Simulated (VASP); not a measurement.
# Hf (Pm-3m) in VASP: settings compared

The runs below take Hf through relaxation of cell and atoms, single point, with PBE+D3(BJ), PBE+D4, HSE06, PBE.

All numbers are computed with VASP 6.6.1; they aren't measurements. Logs are shortened: lines on timing, memory, paths and dates and some standing lists are left out, and cuts for length are marked.

### Step 1. The cell of the first run

The structure is cubic, space group Pm-3m (No. 221). The conventional cell has a = 2.914 Å, b = 2.914 Å, c = 2.914 Å, α = 90.00°, β = 90.00°, γ = 90.00°. Within 3.8 Å of Hf (site symmetry m-3m) lie 6 Hf at 2.91 Å.

### Step 2. Relaxation of cell and atoms, PBE+D3(BJ)

The input, INCAR:

```
SYSTEM = Hf
PREC = Accurate ; ENCUT = 600
EDIFF = 1E-6 ; ISMEAR = -1
SIGMA = 0.05 ; LREAL = .FALSE.
LASPH = .TRUE. ; NELM = 80
ALGO = Fast ; ISIF = 3
LWAVE = .FALSE. ; LCHARG = .FALSE.
GGA = PE ; IVDW = 12
IBRION = 2 ; NSW = 60
EDIFFG = -0.01
```

The input, KPOINTS:

```
Automatic mesh
0
G
  9 9 9
  0 0 0
```

The input, POSCAR:

```
Hf
1.0
    2.9138100000      0.0000000000      0.0000000000
    0.0000000000      2.9138100000      0.0000000000
    0.0000000000      0.0000000000      2.9138100000
Hf
1
Direct
    0.5000000000      0.5000000000      0.5000000000
```

Potentials or basis: VASP PAW PBE potentials, release 64 (Hf_pv).

On the command line:

```console
$ cat potpaw_PBE.64/Hf_pv/POTCAR > POTCAR
$ mpirun -np 1 vasp_std > vasp.out
```

OUTCAR:

```text
SYSTEM = Hf
   PREC = Accurate
   ENCUT = 600
   EDIFF = 1E-6
   ISMEAR = -1
   LREAL = .FALSE.
   LASPH = .TRUE.
   NELM = 80
   ISIF = 3
   GGA = PE
   IVDW = 12
   IBRION = 2
   NSW = 60
   EDIFFG = -0.01
 IVDW          = 12

 ion  position               nearest neighbor table
   1  0.500  0.500  0.500-

  LATTYP: Found a simple cubic cell.
 ALAT       =     2.9138100000

  Lattice vectors:

 A1 = (   2.9138100000,   0.0000000000,   0.0000000000)
 A2 = (   0.0000000000,   2.9138100000,   0.0000000000)
 A3 = (   0.0000000000,   0.0000000000,   2.9138100000)

Analysis of symmetry for initial positions (statically):
=====================================================================
 Subroutine PRICEL returns:
 Original cell was already a primitive cell.

 Routine SETGRP: Setting up the symmetry group for a
 simple cubic supercell.

 Subroutine GETGRP returns: Found 48 space group operations
 (whereof 48 operations were pure point group operations)
 out of a pool of 48 trial point group operations.

The static configuration has the point symmetry O_h .

Analysis of symmetry for dynamics (positions and initial velocities):
=====================================================================
 Subroutine PRICEL returns:
 Original cell was already a primitive cell.

 Routine SETGRP: Setting up the symmetry group for a
 simple cubic supercell.

 Subroutine GETGRP returns: Found 48 space group operations
 (whereof 48 operations were pure point group operations)
 out of a pool of 48 trial point group operations.

The dynamic configuration has the point symmetry O_h .

 Subroutine INISYM returns: Found 48 space group operations
 (whereof 48 operations are pure point group operations),
 and found     1 'primitive' translations

----------------------------------------------------------------------------------------

                                     Primitive cell

  volume of cell :      24.7391

  direct lattice vectors                    reciprocal lattice vectors
     2.913810000  0.000000000  0.000000000     0.343193276  0.000000000  0.000000000
     0.000000000  2.913810000  0.000000000     0.000000000  0.343193276  0.000000000
     0.000000000  0.000000000  2.913810000     0.000000000  0.000000000  0.343193276

  length of vectors
     2.913810000  2.913810000  2.913810000     0.343193276  0.343193276  0.343193276

  position of ions in fractional coordinates (direct lattice)
     0.500000000  0.500000000  0.500000000

  ion indices of the primitive-cell ions
   primitive index   ion index
                 1           1

----------------------------------------------------------------------------------------

 KPOINTS: Automatic mesh

Automatic generation of k-mesh.
 Grid dimensions read from file:
 generate k-points for:    9    9    9

 Generating k-lattice:

  Cartesian coordinates                     Fractional coordinates (reciprocal lattice)
     0.038132586  0.000000000  0.000000000     0.111111111  0.000000000  0.000000000
     0.000000000  0.038132586  0.000000000     0.000000000  0.111111111  0.000000000
     0.000000000  0.000000000  0.038132586     0.000000000  0.000000000  0.111111111

  Length of vectors
     0.038132586  0.038132586  0.038132586

  Shift w.r.t. Gamma in fractional coordinates (k-lattice)
     0.000000000  0.000000000  0.000000000

 Subroutine IBZKPT returns following result:
 ===========================================

 Found     35 irreducible k-points:

 Following reciprocal coordinates:
            Coordinates               Weight
  0.000000  0.000000  0.000000      1.000000
  0.111111  0.000000  0.000000      6.000000
  0.222222  0.000000  0.000000      6.000000
  0.333333  0.000000  0.000000      6.000000
  0.444444  0.000000  0.000000      6.000000
  0.111111  0.111111  0.000000     12.000000
[... 16 lines left out ...]
  0.333333  0.333333  0.111111     24.000000
  0.444444  0.333333  0.111111     48.000000
 [... further k-points ...]
   k-points           NKPTS =     35   k-points in BZ     NKDIM =     35   number of bands    NBANDS=      9
   number of dos      NEDOS =    301   number of ions     NIONS =      1
   total plane-waves  NPLWV =  13824
   dimension x,y,z NGX =    24 NGY =   24 NGZ =   24
   dimension x,y,z NGXF=    48 NGYF=   48 NGZF=   48
   ions per type =               1
   NGX,Y,Z   is equivalent  to a cutoff of  13.69, 13.69, 13.69 a.u.
   NGXF,Y,Z  is equivalent  to a cutoff of  27.39, 27.39, 27.39 a.u.
 SYSTEM =  Hf
   PREC   = accura    normal or accurate (medium, high low for compatibility)
   ISTART =      0    job   : 0-new  1-cont  2-samecut
   ICHARG =      2    charge: 1-file 2-atom 10-const
   ISPIN  =      1    spin polarized calculation?
   LNONCOLLINEAR =      F non collinear calculations
   LSORBIT =      F    spin-orbit coupling
   LASPH  =      T    aspherical Exc in radial PAW
   ENCUT  =  600.0 eV  44.10 Ry    6.64 a.u.   5.82  5.82  5.82*2*pi/ulx,y,z
   NELM   =     80;   NELMIN=  2; NELMDL= -5     # of ELM steps
   EDIFF  = 0.1E-05   stopping-criterion for ELM
   LREAL  =      F    real-space projection
   EDIFFG = -.1E-01   stopping-criterion for IOM
   NSW    =     60    number of steps for IOM
   IBRION =      2    ionic relax: 0-MD 1-quasi-New 2-CG
   NFREE  =      1    steps in history (QN), initial steepest desc. (CG)
   ISIF   =      3    stress and relaxation
   ISYM   =      2    0-nonsym 1-usesym 2-fastsym
   POTIM  = 0.5000    time-step for ionic-motion
   TEBEG  =    0.0;   TEEND  =   0.0 temperature during run
   PSTRESS=    0.0 pullay stress
   NELECT =      10.0000    total number of electrons
   NUPDOWN=      -1.0000    fix difference up-down
   EMIN   =  10.00;   EMAX   =-10.00  energy-range for DOS
   EFERMI =   0.00;   METHOD = LEGACY
   ISMEAR =    -1;   SIGMA  =   0.05  broadening in eV -4-tet -1-fermi 0-gaus
   EFERMI_NEDOS =   21; number of points for ismear=-14 and -15
   IALGO  =     68    algorithm
   IMIX   =      4    mixing-type and parameters
     AMIX     =   0.40;   BMIX     =  1.00
     AMIX_MAG =   1.60;   BMIX_MAG =  1.00
  volume/ion in A,a.u.               =      24.74       166.95
  Fermi-wavevector in a.u.,A,eV,Ry     =   1.210450  2.287419 19.935117  1.465190
  Thomas-Fermi vector in A             =   2.345997
   LORBIT       =      0    0 simple, 1 ext, 2 COOP (PROOUT), +10 PAW based schemes
   GGA     = PE    functional components
   LHFCALC =     F    Hartree Fock is set to
   AEXX    =    0.0000 exact exchange contribution
   IVDW    =    12    specifies the selected vdW correction
   LEPSILON=     F    determine dielectric tensor
   LRPA    =     F    only Hartree local field effects (RPA)
 conjugate gradient relaxation of ions
 non-spin polarized calculation
 RMM-DIIS sequential band-by-band and
  energy-cutoff  :      600.00
  volume of cell :       24.74
 maximum number of plane-waves:       849
 NGX is ok and might be reduce to    24
   NGX = 11   NGY = 11   NGZ = 11

--------------------------------------- Ionic step        1  -------------------------------------------

 number of electron      10.0000004 magnetization

 Free energy of the ion-electron system (eV)
  ---------------------------------------------------
  ext. energy  EPLUGINS =         0.00000000
  ---------------------------------------------------
  free energy    TOTEN  =        -8.86310576 eV

  energy without entropy =       -8.85016845  energy(sigma->0) =       -8.85663711

------------------------ aborting loop because EDIFF is reached ----------------------------------------

 Edisp (eV)   -0.40552

 E8    (eV) :    -0.2171

  FORCE on cell =-STRESS in cart. coord.  units (eV):
  Direction    XX          YY          ZZ          XY          YZ          ZX
  --------------------------------------------------------------------------------------
  -------------------------------------------------------------------------------------
  Total      -0.44021    -0.44021    -0.44021     0.00000    -0.00000     0.00000
  in kB     -28.50959   -28.50959   -28.50959     0.00000    -0.00000     0.00000
  external pressure =      -28.51 kB  Pullay stress =        0.00 kB
[... 59 lines left out ...]
  energy  without entropy=       -9.2596136031  energy(sigma->0) =       -9.26637353

--------------------------------------- Ionic step        3  -------------------------------------------

 number of electron       9.9999999 magnetization

 Free energy of the ion-electron system (eV)
  ---------------------------------------------------
  ext. energy  EPLUGINS =         0.00000000
  ---------------------------------------------------
  free energy    TOTEN  =        -8.85552768 eV

  energy without entropy =       -8.84213669  energy(sigma->0) =       -8.84883218

 E-fermi :   3.9959     XC(G=0): -10.9021

 val. band max:        3.9663346827   @ k =   0.2222   0.1111   0.1111
 cond. band min:       4.0688313697   @ k =   0.4444   0.1111   0.1111
 fundamental gap:      0.1024966870
 Fermi energy:         3.9958803604

 k-point     1 :       0.0000    0.0000    0.0000
  band No.  band energies     occupation
      1     -25.7694      2.00000
      2     -25.7694      2.00000
      3     -25.7694      2.00000
      4      -2.5360      2.00000
      5       2.5691      2.00000
      6       2.5691      2.00000
      7      10.8163      0.00000
      8      10.8163      0.00000
      9      10.8163      0.00000
[... 265 lines left out ...]
 k-point    24 :       0.4444    0.3333    0.1111
  band No.  band energies     occupation
      1     -26.6559      2.00000
      2     -26.4189      2.00000
      3     -25.7308      2.00000
      4       1.7737      2.00000
      5       3.4717      1.99994
      6       6.1688      0.00000
      7       6.4202      0.00000
      8       8.5063      0.00000
      9       9.6910      0.00000

 [... further k-points ...]

------------------------ aborting loop because EDIFF is reached ----------------------------------------

 Edisp (eV)   -0.42151

 E8    (eV) :    -0.2257

  FORCE on cell =-STRESS in cart. coord.  units (eV):
  Direction    XX          YY          ZZ          XY          YZ          ZX
  --------------------------------------------------------------------------------------
  -------------------------------------------------------------------------------------
  Total      -0.00801    -0.00801    -0.00801     0.00000     0.00000     0.00000
  in kB      -0.53873    -0.53873    -0.53873     0.00000     0.00000     0.00000
  external pressure =       -0.54 kB  Pullay stress =        0.00 kB
[... 16 lines left out ...]
  FREE ENERGIE OF THE ION-ELECTRON SYSTEM (eV)
  ---------------------------------------------------
  free  energy   TOTEN  =        -9.2770412050 eV

  energy  without entropy=       -9.2636502157  energy(sigma->0) =       -9.27034571

 reached required accuracy - stopping structural energy minimisation
```

It took 13 s on 1 thread of Intel Xeon Platinum 8375C at 2.90GHz (Ice Lake), shared host; peak memory 0.16 GiB.

What came out:

- Free energy: -9.2770 eV
- Relaxed volume: 23.81 Å³/atom
- Relaxed cell: a = 2.877 Å, b = 2.877 Å, c = 2.877 Å, α = 90.00°, β = 90.00°, γ = 90.00°
- Space group after relaxing (to 0.05 Å): Pm-3m (No. 221)
- Energy gained by relaxing: 8.4 meV/atom
- Ionic steps: 3
- Pressure after relaxing: -0.1 GPa
- Band gap on the k mesh: zero (band 5 reaches 4.76 eV, above the bottom of band 6 at 2.57 eV)
- Dispersion energy per atom: -0.422 eV

The path:
| step | energy change (eV) | largest force (eV/Å) | pressure (GPa) | volume (Å³) |
| --- | --- | --- | --- | --- |
| 1 | 0.0000 | 0.0000 | -2.85 | 24.74 |
| 2 | -0.0045 | 0.0000 | 2.07 | 23.20 |
| 3 | -0.0084 | 0.0000 | -0.05 | 23.81 |

Final structure:
```
Hf
1.0
     2.87702    0.00000    0.00000
     0.00000    2.87702    0.00000
     0.00000    0.00000    2.87702
Hf
1
Direct
  0.50000 0.50000 0.50000
```

Caveat: spin-orbit coupling is left out, which moves the levels of the heavy elements; pairwise dispersion overbinds metals, which lowers pressure and volume.

### Step 3. Relaxation of cell and atoms, PBE+D4

The input, INCAR:

```
SYSTEM = Hf
  PREC = Accurate
  ENCUT = 600
  EDIFF = 1E-7
  ISMEAR = -1
  SIGMA = 0.05
  LREAL = .False.
  LASPH = .True.
  NELM = 60
  ALGO = Fast
  ISIF = 3
  LWAVE = .False.
  LCHARG = .False.
  GGA = PE
  IVDW = 13
  IBRION = 2
  NSW = 60
  EDIFFG = -0.01
```

The input, KPOINTS:

```
regular mesh
0
Gamma
  9 9 9
  0 0 0
```

POSCAR is that of step 2.

Potentials or basis: VASP PAW PBE potentials, release 64 (Hf_pv).

On the command line:

```console
$ cat potpaw_PBE.64/Hf_pv/POTCAR > POTCAR
$ mpirun -np 1 vasp_std > vasp.out
```

It took 16 s on 1 thread of Intel Xeon Platinum 8375C at 2.90GHz (Ice Lake), shared host; peak memory 0.15 GiB.

It converged, with:

| Quantity | Value |
| --- | --- |
| Free energy | -9.0547 eV |
| Relaxed volume | 24.30 Å³/atom |
| Relaxed cell | a = 2.896 Å, b = 2.896 Å, c = 2.896 Å, α = 90.00°, β = 90.00°, γ = 90.00° |
| Space group after relaxing (to 0.05 Å) | Pm-3m (No. 221) |
| Energy gained by relaxing | 1.9 meV/atom |
| Ionic steps | 3 |
| Pressure after relaxing | 0.0 GPa |
| Band gap on the k mesh | zero (band 5 reaches 4.61 eV, above the bottom of band 6 at 2.49 eV) |
| Dispersion energy per atom | -0.193 eV |

The path:
```csv
step,energy change (eV),largest force (eV/Å),pressure (GPa),volume (Å³)
1,0.0000,0.0000,-1.37,24.74
2,-0.0009,0.0000,1.00,23.99
3,-0.0019,0.0000,-0.01,24.30
```

Final structure:
```yaml
crystal:
  lattice:
    - [2.89641, 0.00000, 0.00000]
    - [0.00000, 2.89641, 0.00000]
    - [0.00000, 0.00000, 2.89641]
  atoms:
    - { symbol: Hf, position: [0.50000, 0.50000, 0.50000] }
```

Levels at points of the mesh, in eV from the Fermi level:
```
           k point  band 1  band 2  band 3  band 4  band 5  band 6  band 7  band 8  band 9
(0.00, 0.00, 0.00)  -29.83  -29.83  -29.83   -6.47   -1.38   -1.38    6.68    6.68    6.68
```

Caveat: spin-orbit coupling is left out, which moves the levels of the heavy elements; pairwise dispersion overbinds metals, which lowers pressure and volume.

### Step 4. Single point, HSE06

POSCAR is that of step 3.

The input, INCAR.step1:

```
SYSTEM = Hf
PREC = Accurate
ENCUT = 520
EDIFF = 1E-5
ISMEAR = -1
SIGMA = 0.05
LREAL = .False.
LASPH = .True.
NELM = 60
ALGO = Normal
ISIF = 2
LWAVE = .True.
LCHARG = .False.
GGA = PE
NBANDS = 11
```

The input, INCAR.step2:

```
SYSTEM = Hf
PREC = Accurate
ENCUT = 520
EDIFF = 1E-7
ISMEAR = -1
SIGMA = 0.05
LREAL = .False.
LASPH = .True.
NELM = 60
ALGO = Normal
ISIF = 2
LWAVE = .False.
LCHARG = .False.
GGA = PE
LHFCALC = .True.
HFSCREEN = 0.2079
PRECFOCK = Normal
ISTART = 1
NBANDS = 11
```

The input, KPOINTS:

```
Automatic mesh
0
Gamma
  5 5 5
  0 0 0
```

On the command line:

```console
$ cat potpaw_PBE.64/Hf_pv/POTCAR > POTCAR
$ cp INCAR.step1 INCAR
$ mpirun -np 1 vasp_std > vasp.out
$ cp INCAR.step2 INCAR
$ mpirun -np 1 vasp_std > vasp.out
```

Run time: 4.3 min. Hardware: 1 thread of Intel Xeon Platinum 8375C at 2.90GHz (Ice Lake), shared host; peak memory 0.24 GiB.

Results (log left out):

```
Free energy            : -9.9103 eV
Pressure               : -0.2 GPa
Band gap on the k mesh : zero (band 5 reaches 4.11 eV, above the bottom of band 6 at 2.00 eV)
```

Levels at points of the mesh, in eV from the Fermi level:
```tsv
k point	band 1	band 2	band 3	band 4	band 5	band 6	band 7	band 8	band 9	band 10
(0.00, 0.00, 0.00)	-32.54	-32.54	-32.54	-7.63	-1.88	-1.88	7.17	7.17	7.17	13.54
```

Caveat: the k points lie up to 0.43 Å⁻¹ apart; the PAW data sets were made with another functional, which shifts forces and pressure a little; spin-orbit coupling is left out, which moves the levels of the heavy elements.

(Part 1 of 2 ends here.)
